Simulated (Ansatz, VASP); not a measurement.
# Two plane-wave programs on Ga4BAs3

```
Ga B As
1.0
     3.79271    2.18972    3.36697
    -3.79271    2.18972    3.36697
     0.00000   -4.37944    3.36697
Ga B As
4 1 3
Direct
  0.25500 0.77752 0.25500
  0.95157 0.95157 0.95157
  0.77752 0.25500 0.25500
  0.25500 0.25500 0.77752
  0.74111 0.74111 0.74111
  0.52101 0.52101 0.97777
  0.52101 0.97777 0.52101
  0.97777 0.52101 0.52101
```

Alike in both runs: functional PBE; k mesh 6 × 6 × 6; occupations gaussian, width 0.1 eV; no spin polarisation.

Ansatz relaxed the structure, and its values are those at the end. VASP's run is a single point on that final structure, the one shown.

```csv
,VASP,Ansatz
version,VASP 6.6.1,Ansatz 0.2.0
potentials or method,"VASP PAW PBE potentials, release 64 (Ga_d, B, As), cutoff 520 eV","scalar-relativistic, plane waves, PAW"
valence electrons in the cell,70,100
```

Ansatz gave:

- gap on the k mesh at the Fermi level (eV): none
- pressure (GPa): 0.0
- rms of the force components (eV/Å): 0.001

Problem. Which values does VASP return?

Solution. gap on the k mesh at the Fermi level (eV): none; pressure (GPa): 0.2; rms of the force components (eV/Å): 0.009.

A gap of «none» marks a metal or a gap that the smearing closes. With one functional, cell and mesh, what is left measures potentials, basis and numerics. VASP's potentials hold 70 valence electrons a cell and Ansatz's 100, so a difference there can come from the potentials and not from the codes.
